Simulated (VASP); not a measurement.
A run of VASP 6.6.1 is set up as follows.

The input INCAR:

```
PREC = Accurate
ENCUT = 500
EDIFF = 1E-6
ISMEAR = 0
SIGMA = 0.1
LREAL = F
LASPH = T
NELM = 120
ALGO = Normal
ISIF = 2
LWAVE = F
LCHARG = F
GGA = PS
NBANDS = 47
GGA_COMPAT = F
```

File KPOINTS:

```
Automatic mesh
0
Gamma
  4 4 4
```

The input POSCAR:

```
Cs2SnI6
1.0
    0.0000000000      5.7774158378      5.7774158378
    5.7774158378      0.0000000000      5.7774158378
    5.7774158378      5.7774158378      0.0000000000
Cs Sn I
2 1 6
Direct
    0.2500000000      0.2500000000      0.2500000000
    0.7500000000      0.7500000000      0.7500000000
    0.0000000000      0.0000000000      0.0000000000
    0.7516489921      0.2483510079      0.2483510079
    0.2483510079      0.7516489921      0.2483510079
    0.2483510079      0.7516489921      0.7516489921
    0.7516489921      0.2483510079      0.7516489921
    0.2483510079      0.2483510079      0.7516489921
    0.7516489921      0.7516489921      0.2483510079
```

Potentials or basis: VASP PAW PBE potentials, release 64 (Cs_sv, Sn_d, I).

The run is started by

```sh
$ cat potpaw_PBE.64/Cs_sv/POTCAR potpaw_PBE.64/Sn_d/POTCAR potpaw_PBE.64/I/POTCAR > POTCAR
$ mpirun -np 1 vasp_std > vasp.out
```

**Question.** What does it give for the band gap on the k mesh?

**Answer.** Zero (filled and empty bands touch).

**Question.** Predict the pressure.

**Answer.** 0.0 GPa.

Forces in eV/Å, atoms in the order of the input:
```
Cs   0.000  0.000  0.000
Cs   0.000  0.000  0.000
Sn   0.000  0.000  0.000
I    0.019  0.000  0.000
I    0.000  0.019  0.000
I   -0.019  0.000  0.000
I    0.000 -0.019  0.000
I    0.000  0.000  0.019
I    0.000  0.000 -0.019
```

Caveat: semilocal functionals underestimate gaps, and a narrow one can read as zero; the PAW data sets were made with another functional, which shifts forces and pressure a little; spin-orbit coupling is left out, which moves the levels of the heavy elements.

**Experimental background.**

From “Changes in charge density vs changes in formal oxidation states: The case of Sn halide perovskites and their ordered vacancy analogues”, 2017, arxiv:1705.01565, for a powder of Cs2SnI6: band gap 1.3 eV (optical).

A measured gap of Cs2SnI6 is 1.3 eV (optical; powder; “Changes in charge density vs changes in formal oxidation states: The case of Sn halide perovskites and their ordered vacancy analogues”, 2017, arxiv:1705.01565); the calculated 0.00 eV misses it by -1.30 eV. So large a miss can be the level of theory's own, or it may mean another phase, state or a wrong row. Spin-orbit coupling on Cs, I, Sn is left out. The value is that of PBEsol on a finite k mesh, which can miss the band edges, without temperature or zero-point motion. Semilocal functionals fall short of measured gaps as a rule.
